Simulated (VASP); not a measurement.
# Cd (P6_3/mmc) in VASP: single point with PBEsol

Aim: the single point of Cd with PBEsol.

Everything below comes from runs of VASP 6.6.1. Logs are shortened: lines on timing, memory, paths and dates and some standing lists are left out, and cuts for length are marked.

### Step 1. The cell of the first run

The structure is hexagonal, space group P6_3/mmc (No. 194). The conventional cell has a = 2.901 Å, b = 2.901 Å, c = 5.069 Å, α = 90.00°, β = 90.00°, γ = 120.00°. Within 3.8 Å of Cd (site symmetry -6m2) lie 12 Cd at 2.90 to 3.04 Å.

### Step 2. Single point, PBEsol

INCAR reads:

```
PREC = Accurate
ENCUT = 630
EDIFF = 1E-6
ISMEAR = -1
SIGMA = 0.1
LREAL = False
LASPH = True
NELM = 120
ALGO = Normal
ISIF = 2
LWAVE = False
LCHARG = True
GGA = PS
LELF = True
LVHAR = True
NBANDS = 27
GGA_COMPAT = False
```

KPOINTS reads:

```
regular mesh
0
Gamma
  18 18 8
```

POSCAR reads:

```
Cd
1.0
    2.9007026480      0.0000000000      0.0000000000
   -1.4503513240      2.5120821820      0.0000000000
    0.0000000000      0.0000000000      5.0685441011
Cd
2
Direct
    0.3333333333      0.6666666667      0.2500000000
    0.6666666667      0.3333333333      0.7500000000
```

Potentials or basis: VASP PAW PBE potentials, release 64 (Cd_sv_GW).

On the command line:

```bash
$ cat potpaw_PBE.64/Cd_sv_GW/POTCAR > POTCAR
$ mpirun -np 1 vasp_std > vasp.out
```

OUTCAR:

```text
PREC = Accurate
   ENCUT = 630
   EDIFF = 1E-6
   ISMEAR = -1
   LREAL = False
   LASPH = True
   NELM = 120
   ISIF = 2
   GGA = PS

 ion  position               nearest neighbor table
   1  0.333  0.667  0.250-
   2  0.667  0.333  0.750-

  LATTYP: Found a hexagonal cell.
 ALAT       =     2.9007026480
 C/A-ratio  =     1.7473504582

  Lattice vectors:

 A1 = (   2.9007026480,   0.0000000000,   0.0000000000)
 A2 = (  -1.4503513240,   2.5120821820,   0.0000000000)
 A3 = (   0.0000000000,   0.0000000000,   5.0685441011)

Analysis of symmetry for initial positions (statically):
=====================================================================
 Subroutine PRICEL returns:
 Original cell was already a primitive cell.

 Routine SETGRP: Setting up the symmetry group for a
 hexagonal supercell.

 Subroutine GETGRP returns: Found 24 space group operations
 (whereof 12 operations were pure point group operations)
 out of a pool of 24 trial point group operations.

The static configuration has the point symmetry D_3d.
 The point group associated with its full space group is D_6h.

Analysis of symmetry for dynamics (positions and initial velocities):
=====================================================================
 Subroutine PRICEL returns:
 Original cell was already a primitive cell.

 Routine SETGRP: Setting up the symmetry group for a
 hexagonal supercell.

 Subroutine GETGRP returns: Found 24 space group operations
 (whereof 12 operations were pure point group operations)
 out of a pool of 24 trial point group operations.

The dynamic configuration has the point symmetry D_3d.
 The point group associated with its full space group is D_6h.

 Subroutine INISYM returns: Found 24 space group operations
 (whereof 12 operations are pure point group operations),
 and found     1 'primitive' translations

----------------------------------------------------------------------------------------

                                     Primitive cell

  volume of cell :      36.9335

  direct lattice vectors                    reciprocal lattice vectors
     2.900702648  0.000000000  0.000000000     0.344744057  0.199038074  0.000000000
    -1.450351324  2.512082182  0.000000000     0.000000000  0.398076149  0.000000000
     0.000000000  0.000000000  5.068544101     0.000000000  0.000000000  0.197295314

  length of vectors
     2.900702648  2.900702648  5.068544101     0.398076149  0.398076149  0.197295314

  position of ions in fractional coordinates (direct lattice)
     0.333333333  0.666666667  0.250000000
     0.666666667  0.333333333  0.750000000

  ion indices of the primitive-cell ions
   primitive index   ion index
                 1           1
                 2           2

----------------------------------------------------------------------------------------

 KPOINTS: regular mesh

Automatic generation of k-mesh.
 Grid dimensions read from file:
 generate k-points for:   18   18    8

 Generating k-lattice:

  Cartesian coordinates                     Fractional coordinates (reciprocal lattice)
     0.019152448  0.011057671  0.000000000     0.055555556 -0.000000000  0.000000000
     0.000000000  0.022115342  0.000000000     0.000000000  0.055555556  0.000000000
     0.000000000  0.000000000  0.024661914     0.000000000  0.000000000  0.125000000

  Length of vectors
     0.022115342  0.022115342  0.024661914

  Shift w.r.t. Gamma in fractional coordinates (k-lattice)
     0.000000000  0.000000000  0.000000000

 Subroutine IBZKPT returns following result:
 ===========================================

 Found    185 irreducible k-points:

 Following reciprocal coordinates:
            Coordinates               Weight
  0.000000  0.000000  0.000000      1.000000
  0.055556 -0.000000  0.000000      6.000000
  0.111111 -0.000000  0.000000      6.000000
  0.166667 -0.000000  0.000000      6.000000
  0.222222  0.000000  0.000000      6.000000
  0.277778 -0.000000  0.000000      6.000000
[... 16 lines left out ...]
  0.333333  0.111111  0.000000     12.000000
  0.388889  0.111111  0.000000     12.000000
 [... further k-points ...]
   k-points           NKPTS =    185   k-points in BZ     NKDIM =    185   number of bands    NBANDS=     27
   number of dos      NEDOS =    301   number of ions     NIONS =      2
   total plane-waves  NPLWV =  24192
   dimension x,y,z NGX =    24 NGY =   24 NGZ =   42
   dimension x,y,z NGXF=    48 NGYF=   48 NGZF=   84
   ions per type =               2
   NGX,Y,Z   is equivalent  to a cutoff of  13.75, 13.75, 13.78 a.u.
   NGXF,Y,Z  is equivalent  to a cutoff of  27.51, 27.51, 27.55 a.u.
 SYSTEM =  unknown system
   PREC   = accura    normal or accurate (medium, high low for compatibility)
   ISTART =      0    job   : 0-new  1-cont  2-samecut
   ICHARG =      2    charge: 1-file 2-atom 10-const
   ISPIN  =      1    spin polarized calculation?
   LNONCOLLINEAR =      F non collinear calculations
   LSORBIT =      F    spin-orbit coupling
   LASPH  =      T    aspherical Exc in radial PAW
   ENCUT  =  630.0 eV  46.30 Ry    6.80 a.u.   5.94  5.94 10.37*2*pi/ulx,y,z
   NELM   =    120;   NELMIN=  2; NELMDL= -5     # of ELM steps
   EDIFF  = 0.1E-05   stopping-criterion for ELM
   LREAL  =      F    real-space projection
   EDIFFG = 0.1E-04   stopping-criterion for IOM
   NSW    =      0    number of steps for IOM
   IBRION =     -1    ionic relax: 0-MD 1-quasi-New 2-CG
   NFREE  =      0    steps in history (QN), initial steepest desc. (CG)
   ISIF   =      2    stress and relaxation
   ISYM   =      2    0-nonsym 1-usesym 2-fastsym
   POTIM  = 0.5000    time-step for ionic-motion
   TEBEG  =    0.0;   TEEND  =   0.0 temperature during run
   PSTRESS=    0.0 pullay stress
   NELECT =      40.0000    total number of electrons
   NUPDOWN=      -1.0000    fix difference up-down
   EMIN   =  10.00;   EMAX   =-10.00  energy-range for DOS
   EFERMI =   0.00;   METHOD = LEGACY
   ISMEAR =    -1;   SIGMA  =   0.10  broadening in eV -4-tet -1-fermi 0-gaus
   EFERMI_NEDOS =   21; number of points for ismear=-14 and -15
   IALGO  =     38    algorithm
   IMIX   =      4    mixing-type and parameters
     AMIX     =   0.40;   BMIX     =  1.00
     AMIX_MAG =   1.60;   BMIX_MAG =  1.00
  volume/ion in A,a.u.               =      18.47       124.62
  Fermi-wavevector in a.u.,A,eV,Ry     =   1.681208  3.177022 38.456319  2.826460
  Thomas-Fermi vector in A             =   2.764806
   LORBIT       =      0    0 simple, 1 ext, 2 COOP (PROOUT), +10 PAW based schemes
   GGA     = PS    functional components
   LHFCALC =     F    Hartree Fock is set to
   AEXX    =    0.0000 exact exchange contribution
   IVDW    =     0    specifies the selected vdW correction
   LEPSILON=     F    determine dielectric tensor
   LRPA    =     F    only Hartree local field effects (RPA)
 non-spin polarized calculation
  energy-cutoff  :      630.00
  volume of cell :       36.93
 maximum number of plane-waves:      1356
 NGX is ok and might be reduce to    24
   NGX = 11   NGY = 11   NGZ = 21

 number of electron      39.9999985 magnetization

 Free energy of the ion-electron system (eV)
  ---------------------------------------------------
  ext. energy  EPLUGINS =         0.00000000
  ---------------------------------------------------
  free energy    TOTEN  =        -2.38675509 eV

  energy without entropy =       -2.37062328  energy(sigma->0) =       -2.37868919

 E-fermi :   8.3009     XC(G=0): -12.4022

 val. band max:        8.2862486328   @ k =   0.2778   0.1111   0.0000
 cond. band min:       8.3149453595   @ k =   0.1111   0.1111   0.1250
 fundamental gap:      0.0286967267
 Fermi energy:         8.3008648619

 k-point     1 :       0.0000    0.0000    0.0000
  band No.  band energies     occupation
      1     -95.1310      2.00000
      2     -95.1265      2.00000
      3     -56.2271      2.00000
      4     -56.1704      2.00000
      5     -56.1656      2.00000
      6     -56.1656      2.00000
[... 19 lines left out ...]
     26      23.2731      0.00000
     27      25.2074      0.00000

 k-point     2 :       0.0556   -0.0000    0.0000
  band No.  band energies     occupation
      1     -95.1308      2.00000
      2     -95.1263      2.00000
      3     -56.2265      2.00000
      4     -56.1705      2.00000
      5     -56.1678      2.00000
      6     -56.1663      2.00000
[... 19 lines left out ...]
     26      23.7741      0.00000
     27      25.9726      0.00000

 k-point     3 :       0.1111   -0.0000    0.0000
  band No.  band energies     occupation
      1     -95.1302      2.00000
      2     -95.1259      2.00000
      3     -56.2246      2.00000
      4     -56.1742      2.00000
      5     -56.1710      2.00000
      6     -56.1681      2.00000
[... 19 lines left out ...]
     26      24.1541      0.00000
     27      24.2993      0.00000

 k-point     4 :       0.1667   -0.0000    0.0000
  band No.  band energies     occupation
      1     -95.1292      2.00000
      2     -95.1252      2.00000
      3     -56.2217      2.00000
      4     -56.1840      2.00000
      5     -56.1768      2.00000
      6     -56.1717      2.00000
[... 19 lines left out ...]
     26      22.4779      0.00000
     27      23.4274      0.00000
[... 516 lines left out ...]
      4     -56.2146      2.00000
      5     -56.2076      2.00000
      6     -56.1850      2.00000
[... 19 lines left out ...]
     26      20.6775      0.00000
     27      21.1207      0.00000

 k-point    23 :       0.3333    0.1111    0.0000
  band No.  band energies     occupation
      1     -95.1240      2.00000
      2     -95.1220      2.00000
      3     -56.2288      2.00000
      4     -56.2226      2.00000
      5     -56.2033      2.00000
      6     -56.1886      2.00000
[... 19 lines left out ...]
     26      20.3055      0.00000
     27      20.5881      0.00000

 k-point    24 :       0.3889    0.1111    0.0000
  band No.  band energies     occupation
      1     -95.1232      2.00000
      2     -95.1217      2.00000
      3     -56.2346      2.00000
      4     -56.2278      2.00000
      5     -56.1999      2.00000
      6     -56.1910      2.00000
[... 19 lines left out ...]
     26      20.0798      0.00000
     27      20.2456      0.00000

 [... further k-points ...]

------------------------ aborting loop because EDIFF is reached ----------------------------------------

  FORCE on cell =-STRESS in cart. coord.  units (eV):
  Direction    XX          YY          ZZ          XY          YZ          ZX
  --------------------------------------------------------------------------------------
  -------------------------------------------------------------------------------------
  Total        2.2364666      2.2364666      2.2316479      0.0000000      0.0000000      0.0000000
  in kB       97.0180881     97.0180881     96.8090536      0.0000000      0.0000000      0.0000000
  external PRESSURE =      96.9484099 kB  Pullay stress =       0.0000000 kB

 VOLUME and BASIS-vectors are now :
 -----------------------------------------------------------------------------
  energy-cutoff  :      630.00
  volume of cell :       36.93
      direct lattice vectors                 reciprocal lattice vectors
     2.900702648  0.000000000  0.000000000     0.344744057  0.199038074  0.000000000
    -1.450351324  2.512082182  0.000000000     0.000000000  0.398076149  0.000000000
     0.000000000  0.000000000  5.068544101     0.000000000  0.000000000  0.197295314

 POSITION                                       TOTAL-FORCE (eV/Angst)
 -----------------------------------------------------------------------------------
     -0.00000      1.67472      1.26714        -0.000000      0.000000     -0.000000
      1.45035      0.83736      3.80141         0.000000     -0.000000      0.000000
 -----------------------------------------------------------------------------------
    total drift:                               -0.000000      0.000000      0.000000

  FREE ENERGIE OF THE ION-ELECTRON SYSTEM (eV)
  ---------------------------------------------------
  free  energy   TOTEN  =        -2.3867550943 eV

  energy  without entropy=       -2.3706232830  energy(sigma->0) =       -2.37868919
```

Run time: 2.7 min. Hardware: 1 thread of Intel Xeon Platinum 8375C at 2.90GHz (Ice Lake), shared host; peak memory 0.35 GiB.

Results:

- Free energy: -2.3868 eV
- Pressure: 9.7 GPa
- Band gap on the k mesh: zero (bands 20 and 21 overlap by 3.46 eV)

Levels at points of the mesh, in eV from the Fermi level:
```csv
k point,band 16,band 17,band 18,band 19,band 20,band 21,band 22,band 23,band 24,band 25
"(0.00, 0.00, 0.00)",-9.21,-9.21,-8.70,-8.70,-3.63,-2.08,12.92,13.37,14.83,14.83
"(0.50, 0.00, 0.00)",-8.66,-8.49,-8.43,-3.20,-2.40,2.54,3.06,4.28,5.79,7.81
"(0.00, 0.00, 0.50)",-8.90,-8.90,-8.90,-8.33,-8.33,5.44,5.44,13.66,13.66,15.78
"(0.50, 0.00, 0.50)",-8.69,-8.46,-8.46,-2.28,-2.28,0.11,0.11,9.45,9.45,10.03
```

Caveat: the cell stands under pressure; the PAW data sets were made with another functional, which shifts forces and pressure a little.

The gap in the log of VASP goes by the Fermi energy; the results here count the filled bands.